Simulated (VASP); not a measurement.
# LaC (Fm-3m) in VASP: notebook

LaC is run at these levels: r2SCAN; tasks: single point.

Program: VASP 6.6.1. These are calculated values, not measurements. Logs are shortened: lines on timing, memory, paths and dates and some standing lists are left out, and cuts for length are marked.

## Step 1: The cell of the first run

It takes space group Fm-3m (No. 225, cubic). The conventional cell has a = 5.444 Å, b = 5.444 Å, c = 5.444 Å, α = 90.00°, β = 90.00°, γ = 90.00°. Within 3.6 Å of La (site symmetry m-3m) lie 6 C at 2.72 Å. Within 3.6 Å of C (site symmetry m-3m) lie 6 La at 2.72 Å.

## Step 2: Single point, r2SCAN

File POSCAR:

```
LaC
1.0
    0.0000000000      2.7220337006      2.7220337006
    2.7220337006      0.0000000000      2.7220337006
    2.7220337006      2.7220337006      0.0000000000
La C
1 1
Direct
    0.5000000000      0.5000000000      0.5000000000
    0.0000000000      0.0000000000      0.0000000000
```

File INCAR.step1:

```
SYSTEM = LaC
PREC     = Accurate       ! precision mode
ENCUT    = 520            ! plane-wave cutoff, eV
ISMEAR   = 0              ! smearing method
SIGMA    = 0.05           ! smearing width, eV
LREAL    = .False.        ! projectors in reciprocal space
LASPH    = .True.         ! aspherical terms in the spheres
NELM     = 60             ! most SCF steps
NBANDS   = 14             ! bands
GGA      = PE             ! functional
ALGO     = Normal         ! electronic algorithm
EDIFF    = 1E-4           ! SCF threshold, eV
LWAVE    = .True.         ! write WAVECAR
LCHARG   = .False.        ! write CHGCAR
```

File INCAR.step2:

```
SYSTEM = LaC
PREC     = Accurate       ! precision mode
ENCUT    = 520            ! plane-wave cutoff, eV
EDIFF    = 1E-6           ! SCF threshold, eV
ISMEAR   = 0              ! smearing method
SIGMA    = 0.05           ! smearing width, eV
LREAL    = .False.        ! projectors in reciprocal space
LASPH    = .True.         ! aspherical terms in the spheres
NELM     = 60             ! most SCF steps
ALGO     = Normal         ! electronic algorithm
ISIF     = 2              ! what is computed and relaxed
LWAVE    = .False.        ! write WAVECAR
LCHARG   = .False.        ! write CHGCAR
METAGGA  = R2SCAN         ! meta-GGA
LMIXTAU  = .True.       
NBANDS   = 14             ! bands
ISTART   = 1
```

File KPOINTS:

```
Automatic mesh
0
Gamma
  12 12 12
  0 0 0
```

Potentials or basis: VASP PAW PBE potentials, release 64 (La, C).

The run is started by

```
cat potpaw_PBE.64/La/POTCAR potpaw_PBE.64/C/POTCAR > POTCAR
cp INCAR.step1 INCAR
mpirun -np 1 vasp_std > vasp.out
cp INCAR.step2 INCAR
mpirun -np 1 vasp_std > vasp.out
```

OUTCAR:

```text
SYSTEM = LaC
   PREC = Accurate
   ENCUT = 520
   EDIFF = 1E-6
   ISMEAR = 0
   LREAL = .False.
   LASPH = .True.
   NELM = 60
   ISIF = 2
   METAGGA = R2SCAN
   ISTART = 1

 ion  position               nearest neighbor table
   1  0.500  0.500  0.500-   2 2.72   2 2.72   2 2.72   2 2.72   2 2.72   2 2.72
   2  0.000  0.000  0.000-   1 2.72   1 2.72   1 2.72   1 2.72   1 2.72   1 2.72

  LATTYP: Found a face centered cubic cell.
 ALAT       =     5.4440674012

  Lattice vectors:

 A1 = (   0.0000000000,   2.7220337006,   2.7220337006)
 A2 = (   2.7220337006,   0.0000000000,   2.7220337006)
 A3 = (   2.7220337006,   2.7220337006,   0.0000000000)

Analysis of symmetry for initial positions (statically):
=====================================================================
 Subroutine PRICEL returns:
 Original cell was already a primitive cell.

 Routine SETGRP: Setting up the symmetry group for a
 face centered cubic supercell.

 Subroutine GETGRP returns: Found 48 space group operations
 (whereof 48 operations were pure point group operations)
 out of a pool of 48 trial point group operations.

The static configuration has the point symmetry O_h .

Analysis of symmetry for dynamics (positions and initial velocities):
=====================================================================
 Subroutine PRICEL returns:
 Original cell was already a primitive cell.

 Routine SETGRP: Setting up the symmetry group for a
 face centered cubic supercell.

 Subroutine GETGRP returns: Found 48 space group operations
 (whereof 48 operations were pure point group operations)
 out of a pool of 48 trial point group operations.

The dynamic configuration has the point symmetry O_h .

 Subroutine INISYM returns: Found 48 space group operations
 (whereof 48 operations are pure point group operations),
 and found     1 'primitive' translations

----------------------------------------------------------------------------------------

                                     Primitive cell

  volume of cell :      40.3376

  direct lattice vectors                    reciprocal lattice vectors
     0.000000000  2.722033701  2.722033701    -0.183686190  0.183686190  0.183686190
     2.722033701  0.000000000  2.722033701     0.183686190 -0.183686190  0.183686190
     2.722033701  2.722033701  0.000000000     0.183686190  0.183686190 -0.183686190

  length of vectors
     3.849536977  3.849536977  3.849536977     0.318153814  0.318153814  0.318153814

[... 85 lines left out ...]
   NFREE  =      0    steps in history (QN), initial steepest desc. (CG)
   ISIF   =      2    stress and relaxation
   ISYM   =      2    0-nonsym 1-usesym 2-fastsym
   POTIM  = 0.5000    time-step for ionic-motion
   TEBEG  =    0.0;   TEEND  =   0.0 temperature during run
   PSTRESS=    0.0 pullay stress
   NELECT =      15.0000    total number of electrons
   NUPDOWN=      -1.0000    fix difference up-down
   EMIN   =  10.00;   EMAX   =-10.00  energy-range for DOS
   EFERMI =   0.00;   METHOD = LEGACY
   ISMEAR =     0;   SIGMA  =   0.05  broadening in eV -4-tet -1-fermi 0-gaus
   EFERMI_NEDOS =   21; number of points for ismear=-14 and -15
   IALGO  =     38    algorithm
   IMIX   =      4    mixing-type and parameters
     AMIX     =   0.40;   BMIX     =  1.00
     AMIX_MAG =   1.60;   BMIX_MAG =  1.00
  volume/ion in A,a.u.               =      20.17       136.11
  Fermi-wavevector in a.u.,A,eV,Ry     =   1.177249  2.224678 18.856529  1.385916
  Thomas-Fermi vector in A             =   2.313599
   LORBIT       =      0    0 simple, 1 ext, 2 COOP (PROOUT), +10 PAW based schemes
   METAGGA = R2SCAN    functional components
   LHFCALC =     F    Hartree Fock is set to
   AEXX    =    0.0000 exact exchange contribution
   IVDW    =     0    specifies the selected vdW correction
   LEPSILON=     F    determine dielectric tensor
   LRPA    =     F    only Hartree local field effects (RPA)
 non-spin polarized calculation
 Gauss-broadening in eV      SIGMA  =   0.05
  energy-cutoff  :      520.00
  volume of cell :       40.34
 maximum number of plane-waves:      1106
 NGX is ok and might be reduce to    30
   NGX = 15   NGY = 15   NGZ = 15

 number of electron      15.0000000 magnetization

 Free energy of the ion-electron system (eV)
  ---------------------------------------------------
  ext. energy  EPLUGINS =         0.00000000
  ---------------------------------------------------
  free energy    TOTEN  =       -39.17211447 eV

  energy without entropy =      -39.16838552  energy(sigma->0) =      -39.17025000

 E-fermi :   7.2671     XC(G=0): -10.9628

 val. band max:        7.2401245786   @ k =  -0.3333   0.5000   0.1667
 cond. band min:       7.2706074086   @ k =  -0.4167   0.4167   0.0833
 fundamental gap:      0.0304828300
 Fermi energy:         7.2670992001

 k-point     1 :       0.0000    0.0000    0.0000
  band No.  band energies     occupation
      1     -25.0575      2.00000
      2      -7.8204      2.00000
      3      -7.8204      2.00000
      4      -7.8204      2.00000
      5      -2.0182      2.00000
      6       7.7672      0.00000
      7       7.7672      0.00000
      8       7.7672      0.00000
      9      10.1949      0.00000
     10      10.1949      0.00000
     11      10.1949      0.00000
     12      10.7494      0.00000
     13      11.8061      0.00000
     14      11.8061      0.00000
[... 377 lines left out ...]
      1     -24.8671      2.00000
      2      -9.2297      2.00000
      3      -8.2001      2.00000
      4      -7.9808      2.00000
      5      -0.4628      2.00000
      6       5.1628      2.00000
      7       6.0755      2.00000
      8       6.5102      2.00000
      9      10.7715      0.00000
     10      11.0265      0.00000
     11      11.1674      0.00000
     12      11.5618      0.00000
     13      11.6475      0.00000
     14      11.6926      0.00000

 [... further k-points ...]
[... 5 lines left out ...]
  --------------------------------------------------------------------------------------
  -------------------------------------------------------------------------------------
  Total       -0.0350308     -0.0350308     -0.0350308      0.0000000      0.0000000      0.0000000
  in kB       -1.3913929     -1.3913929     -1.3913929      0.0000000      0.0000000      0.0000000
  external PRESSURE =      -1.3913929 kB  Pullay stress =       0.0000000 kB

 VOLUME and BASIS-vectors are now :
 -----------------------------------------------------------------------------
  energy-cutoff  :      520.00
  volume of cell :       40.34
      direct lattice vectors                 reciprocal lattice vectors
     0.000000000  2.722033701  2.722033701    -0.183686190  0.183686190  0.183686190
     2.722033701  0.000000000  2.722033701     0.183686190 -0.183686190  0.183686190
     2.722033701  2.722033701  0.000000000     0.183686190  0.183686190 -0.183686190

 POSITION                                       TOTAL-FORCE (eV/Angst)
 -----------------------------------------------------------------------------------
      2.72203      2.72203      2.72203         0.000000      0.000000      0.000000
      0.00000      0.00000      0.00000        -0.000000      0.000000      0.000000
 -----------------------------------------------------------------------------------
    total drift:                               -0.000000     -0.000000      0.000000

  FREE ENERGIE OF THE ION-ELECTRON SYSTEM (eV)
  ---------------------------------------------------
  free  energy   TOTEN  =       -39.1721144747 eV

  energy  without entropy=      -39.1683855223  energy(sigma->0) =      -39.17025000
```

Wall time 2 min (1 thread of Intel Xeon 6975P-C (Granite Rapids), shared host); peak memory 0.21 GiB.

What came out:

| Property | Result |
| --- | --- |
| Free energy | -39.1721 eV |
| Pressure | -0.1 GPa |

Caveat: the PAW data sets were made with another functional, which shifts forces and pressure a little; spin-orbit coupling is left out, which moves the levels of the heavy elements.

## Step 3: Single point, r2SCAN

POSCAR is that of step 2.

File INCAR.step1:

```
PREC = Accurate
ENCUT = 520
ISMEAR = 0
SIGMA = 0.05
LREAL = False
LASPH = True
NELM = 100
NBANDS = 14
GGA = PE
ALGO = Normal
EDIFF = 1E-4
LWAVE = True
LCHARG = False
```

File INCAR.step2:

```
PREC = Accurate
ENCUT = 520
EDIFF = 1E-7
ISMEAR = 0
SIGMA = 0.05
LREAL = False
LASPH = True
NELM = 100
ALGO = Normal
ISIF = 2
LWAVE = False
LCHARG = True
METAGGA = R2SCAN
LMIXTAU = True
LELF = True
LVHAR = True
NBANDS = 14
ISTART = 1
```

File KPOINTS:

```
Automatic mesh
0
Gamma
  12 12 12
```

Potentials or basis: VASP PAW PBE potentials, release 64 (La, C).

The run is started by

```
cat potpaw_PBE.64/La/POTCAR potpaw_PBE.64/C/POTCAR > POTCAR
cp INCAR.step1 INCAR
mpirun -np 1 vasp_std > vasp.out
cp INCAR.step2 INCAR
mpirun -np 1 vasp_std > vasp.out
```

It took 2.2 min on 1 thread of Intel Xeon 6975P-C (Granite Rapids), shared host; peak memory 0.21 GiB.

It converged, with:

```yaml
Free_energy: -39.1721 eV
Pressure: -0.1 GPa
```

Levels at points of the mesh, in eV from the Fermi level:
| k point | band 4 | band 5 | band 6 | band 7 | band 8 | band 9 | band 10 | band 11 | band 12 | band 13 |
| --- | --- | --- | --- | --- | --- | --- | --- | --- | --- | --- |
| (0.00, 0.00, 0.00) | -15.09 | -9.29 | 0.50 | 0.50 | 0.50 | 2.93 | 2.93 | 2.93 | 3.48 | 4.54 |
| (0.50, 0.00, 0.00) | -15.19 | -7.27 | -2.64 | -1.44 | -1.44 | 3.66 | 3.94 | 3.94 | 4.40 | 4.40 |
| (0.50, 0.50, 0.00) | -15.55 | -9.28 | 0.29 | 0.60 | 0.69 | 0.69 | 4.07 | 4.14 | 4.27 | 4.27 |

Caveat: the PAW data sets were made with another functional, which shifts forces and pressure a little; spin-orbit coupling is left out, which moves the levels of the heavy elements.
